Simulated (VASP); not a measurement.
# KBr (Pm-3m) in VASP: notebook

The runs below take KBr through elastic constants, with LDA.

Everything below comes from runs of VASP 6.6.1. Logs are shortened: lines on timing, memory, paths and dates and some standing lists are left out, and cuts for length are marked.

### 1 The cell of the first run

The structure is cubic, space group Pm-3m (No. 221). The conventional cell has a = 3.571 Å, b = 3.571 Å, c = 3.571 Å, α = 90.00°, β = 90.00°, γ = 90.00°. K (site symmetry m-3m) has 8 Br at 3.09 Å and 6 K at 3.57 Å within 4.1 Å. Within 4.1 Å of Br (site symmetry m-3m) lie 8 K at 3.09 Å and 6 Br at 3.57 Å.

### 2 Elastic constants, LDA

INCAR reads:

```
ALGO = Normal
EDIFF = 1E-8
ENCUT = 600
GGA = CA
IBRION = 6
ISIF = 3
ISMEAR = 0
LASPH = T
LCHARG = F
LREAL = F
LWAVE = F
NBANDS = 15
NELM = 100
NFREE = 2
NSW = 1
POTIM = 0.015
PREC = Accurate
SIGMA = 0.01
```

KPOINTS reads:

```
k-points
0
Gamma
  6 6 6
```

POSCAR reads:

```
KBr
1.0
    3.5714000000      0.0000000000      0.0000000000
    0.0000000000      3.5714000000      0.0000000000
    0.0000000000      0.0000000000      3.5714000000
K Br
1 1
Direct
    0.0000000000      0.0000000000      0.0000000000
    0.5000000000      0.5000000000      0.5000000000
```

Potentials or basis: VASP PAW LDA potentials, release 64 (K_sv, Br).

Launch:

```bash
cat potpaw_LDA.64/K_sv/POTCAR potpaw_LDA.64/Br/POTCAR > POTCAR
mpirun -np 1 vasp_std > vasp.out
```

OUTCAR:

```text
EDIFF = 1E-8
   ENCUT = 600
   GGA = CA
   IBRION = 6
   ISIF = 3
   ISMEAR = 0
   LASPH = T
   LREAL = F
   NELM = 100
   NFREE = 2
   NSW = 1
   POTIM = 0.015
   PREC = Accurate

 ion  position               nearest neighbor table
   1  0.000  0.000  0.000-   2 3.09   2 3.09   2 3.09   2 3.09   2 3.09   2 3.09   2 3.09   2 3.09

   2  0.500  0.500  0.500-   1 3.09   1 3.09   1 3.09   1 3.09   1 3.09   1 3.09   1 3.09   1 3.09

  LATTYP: Found a simple cubic cell.
 ALAT       =     3.5714000000

  Lattice vectors:

 A1 = (   3.5714000000,   0.0000000000,   0.0000000000)
 A2 = (   0.0000000000,   3.5714000000,   0.0000000000)
 A3 = (   0.0000000000,   0.0000000000,   3.5714000000)

Analysis of symmetry for initial positions (statically):
=====================================================================
 Subroutine PRICEL returns:
 Original cell was already a primitive cell.

 Routine SETGRP: Setting up the symmetry group for a
 simple cubic supercell.

 Subroutine GETGRP returns: Found 48 space group operations
 (whereof 48 operations were pure point group operations)
 out of a pool of 48 trial point group operations.

The static configuration has the point symmetry O_h .

Analysis of symmetry for dynamics (positions and initial velocities):
=====================================================================
 Subroutine PRICEL returns:
 Original cell was already a primitive cell.

 Routine SETGRP: Setting up the symmetry group for a
 simple cubic supercell.

 Subroutine GETGRP returns: Found 48 space group operations
 (whereof 48 operations were pure point group operations)
 out of a pool of 48 trial point group operations.

The dynamic configuration has the point symmetry O_h .

 Subroutine INISYM returns: Found 48 space group operations
 (whereof 48 operations are pure point group operations),
 and found     1 'primitive' translations

----------------------------------------------------------------------------------------

                                     Primitive cell

  volume of cell :      45.5528

  direct lattice vectors                    reciprocal lattice vectors
     3.571400000  0.000000000  0.000000000     0.280002240  0.000000000  0.000000000
     0.000000000  3.571400000  0.000000000     0.000000000  0.280002240  0.000000000
     0.000000000  0.000000000  3.571400000     0.000000000  0.000000000  0.280002240

  length of vectors
     3.571400000  3.571400000  3.571400000     0.280002240  0.280002240  0.280002240

  position of ions in fractional coordinates (direct lattice)
     0.000000000  0.000000000  0.000000000
     0.500000000  0.500000000  0.500000000

  ion indices of the primitive-cell ions
   primitive index   ion index
                 1           1
                 2           2

----------------------------------------------------------------------------------------

 KPOINTS: k-points

Automatic generation of k-mesh.
 Grid dimensions read from file:
 generate k-points for:    6    6    6

 Generating k-lattice:

  Cartesian coordinates                     Fractional coordinates (reciprocal lattice)
[... 72 lines left out ...]
   IALGO  =     38    algorithm
   IMIX   =      4    mixing-type and parameters
     AMIX     =   0.40;   BMIX     =  1.00
     AMIX_MAG =   1.60;   BMIX_MAG =  1.00
  volume/ion in A,a.u.               =      22.78       153.70
  Fermi-wavevector in a.u.,A,eV,Ry     =   1.155074  2.182773 18.152826  1.334195
  Thomas-Fermi vector in A             =   2.291705
   LORBIT       =      0    0 simple, 1 ext, 2 COOP (PROOUT), +10 PAW based schemes
   GGA     = CA    functional components
   LHFCALC =     F    Hartree Fock is set to
   AEXX    =    0.0000 exact exchange contribution
   IVDW    =     0    specifies the selected vdW correction
   LEPSILON=     F    determine dielectric tensor
   LRPA    =     F    only Hartree local field effects (RPA)
 finite differences with symmetry
 non-spin polarized calculation
 Gauss-broadening in eV      SIGMA  =   0.01
  energy-cutoff  :      600.00
  volume of cell :       45.55
 maximum number of plane-waves:      1568
 NGX is ok and might be reduce to    30
   NGX = 15   NGY = 15   NGZ = 15

--------------------------------------- Ionic step        1  -------------------------------------------

 number of electron      15.9999998 magnetization

 Free energy of the ion-electron system (eV)
  ---------------------------------------------------
  ext. energy  EPLUGINS =         0.00000000
  ---------------------------------------------------
  free energy    TOTEN  =        -6.53733161 eV

  energy without entropy =       -6.53733161  energy(sigma->0) =       -6.53733161

------------------------ aborting loop because EDIFF is reached ----------------------------------------

  FORCE on cell =-STRESS in cart. coord.  units (eV):
  Direction    XX          YY          ZZ          XY          YZ          ZX
  --------------------------------------------------------------------------------------
  -------------------------------------------------------------------------------------
  Total        2.4794333      2.4794333      2.4794333     -0.0000000      0.0000000      0.0000000
  in kB       87.2062351     87.2062351     87.2062351     -0.0000000      0.0000000      0.0000000
  external PRESSURE =      87.2062351 kB  Pullay stress =       0.0000000 kB
[... 962 lines left out ...]
      4      -9.9711      2.00000
      5      -9.7905      2.00000
      6      -1.5633      2.00000
      7       0.5833      2.00000
      8       1.1317      2.00000
      9       8.0739      0.00000
     10       9.1022      0.00000
     11      10.5810      0.00000
     12      10.9871      0.00000
     13      11.3456      0.00000
     14      11.4731      0.00000
     15      12.8841      0.00000

 [... further k-points ...]

[... ionic steps 4 to 14 ...]

--------------------------------------- Ionic step       15  -------------------------------------------

 number of electron      15.9999998 magnetization

------------------------ aborting loop because EDIFF is reached ----------------------------------------
[... 67 lines left out ...]
--------------------------------------- Ionic step       17  -------------------------------------------

 number of electron      15.9999999 magnetization

 Free energy of the ion-electron system (eV)
  ---------------------------------------------------
  ext. energy  EPLUGINS =         0.00000000
  ---------------------------------------------------
  free energy    TOTEN  =        -6.53699231 eV

  energy without entropy =       -6.53699231  energy(sigma->0) =       -6.53699231

 E-fermi :   1.5535     XC(G=0):  -9.9540

 val. band max:        1.4981339541   @ k =   0.0000   0.5000   0.5000
 cond. band min:       6.2068170861   @ k =   0.5000   0.5000   0.0000
 fundamental gap:      4.7086831321
 Fermi energy:         1.5535034420
[... 461 lines left out ...]
  FREE ENERGIE OF THE ION-ELECTRON SYSTEM (eV)
  ---------------------------------------------------
  free  energy   TOTEN  =        -6.5369923105 eV

  energy  without entropy=       -6.5369923105  energy(sigma->0) =       -6.53699231

 INTERNAL STRAIN TENSORS FROM STRAINED CELLS
 ============================================

 INTERNAL STRAIN TENSOR FOR ION    1 for displacements in x,y,z  (eV/Angst):
          X           Y           Z          XY          YZ          ZX
  --------------------------------------------------------------------------------
  x     0.00000     0.00000     0.00000     0.00000     0.00000    -0.00000
  y     0.00000     0.00000     0.00000     0.00000     0.00000     0.00000
  z     0.00000     0.00000     0.00000     0.00000     0.00000     0.00000

 INTERNAL STRAIN TENSORS FROM DISPLACED ATOMS
 ============================================

 INTERNAL STRAIN TENSOR FOR ION    1 for displacements in x,y,z  (eV/Angst):
          X           Y           Z          XY          YZ          ZX
  --------------------------------------------------------------------------------
  x     0.00000     0.00000     0.00000     0.00000     0.00000     0.00000
  y     0.00000     0.00000     0.00000     0.00000     0.00000     0.00000
  z     0.00000     0.00000     0.00000     0.00000     0.00000     0.00000

 INTERNAL STRAIN TENSOR FOR ION    2 for displacements in x,y,z  (eV/Angst):
          X           Y           Z          XY          YZ          ZX
  --------------------------------------------------------------------------------
  x     0.00000     0.00000     0.00000     0.00000     0.00000     0.00000
  y     0.00000     0.00000     0.00000     0.00000     0.00000     0.00000
  z     0.00000     0.00000     0.00000     0.00000     0.00000     0.00000

 Eigenvectors and eigenvalues of the dynamical matrix
 ----------------------------------------------------

   1 f  =    5.306617 THz    33.342456 2PiTHz  177.009681 cm-1    21.946393 meV
             X         Y         Z           dx          dy          dz
      0.000000  0.000000  0.000000    -0.808526    0.134176   -0.000000
      1.785700  1.785700  1.785700     0.565229   -0.093801   -0.000000
[... 21 lines left out ...]
   6 f/i=    0.001507 THz     0.009466 2PiTHz    0.050252 cm-1     0.006231 meV
             X         Y         Z           dx          dy          dz
      0.000000  0.000000  0.000000    -0.005304    0.225189   -0.526825
      1.785700  1.785700  1.785700    -0.007587    0.322119   -0.753591

--------------------------------------------------------------------------------------------------------

 ELASTIC MODULI CONTR FROM IONIC RELAXATION (kBar)
 Direction    XX          YY          ZZ          XY          YZ          ZX
 --------------------------------------------------------------------------------
 XX           0.0000      0.0000      0.0000      0.0000      0.0000      0.0000
 YY           0.0000      0.0000      0.0000      0.0000      0.0000      0.0000
 ZZ           0.0000      0.0000      0.0000      0.0000      0.0000      0.0000
 XY           0.0000      0.0000      0.0000      0.0000      0.0000      0.0000
 YZ           0.0000      0.0000      0.0000      0.0000      0.0000      0.0000
 ZX           0.0000      0.0000      0.0000      0.0000      0.0000      0.0000
 --------------------------------------------------------------------------------

 TOTAL ELASTIC MODULI (kBar)
 Direction    XX          YY          ZZ          XY          YZ          ZX
 --------------------------------------------------------------------------------
 XX         933.3207    336.6199    336.6199      0.0000      0.0000      0.0000
 YY         336.6199    933.3207    336.6199      0.0000      0.0000     -0.0000
 ZZ         336.6199    336.6199    933.3207      0.0000      0.0000      0.0000
 XY           0.0000      0.0000      0.0000    307.3775      0.0000      0.0000
 YZ           0.0000      0.0000      0.0000      0.0000    307.3775      0.0000
 ZX           0.0000     -0.0000      0.0000      0.0000      0.0000    307.3775
 --------------------------------------------------------------------------------
```

Run time: 6.5 min. Hardware: 1 thread of AMD EPYC 7R13 (Zen 3), shared host; peak memory 0.21 GiB.

Results:

| Quantity | Value |
| --- | --- |
| Elastic constants C11, C12, C44 | 93, 34, 31 GPa |
| Voigt bulk modulus | 54 GPa |
| Highest phonon frequency at Γ, LO-TO splitting left out | 177 cm⁻¹ |

Phonon frequencies in cm⁻¹ (negative: imaginary):
| q point | frequencies |
| --- | --- |
| (0.000, 0.000, 0.000) | 0 0 0 177 177 177 |

Elastic tensor in Voigt notation (GPa, in the Cartesian axes of the cell as first typed):
```
93 34 34  0  0  0
34 93 34  0  0  0
34 34 93  0  0  0
 0  0  0 31  0  0
 0  0  0  0 31  0
 0  0  0  0  0 31
```

Clamped-ion elastic tensor (GPa):
```
93 34 34  0  0  0
34 93 34  0  0  0
34 34 93  0  0  0
 0  0  0 31  0  0
 0  0  0  0 31  0
 0  0  0  0  0 31
```

Caveat: the cell is under stress, which shifts elastic constants.

(Part 1 of 2 ends here.)
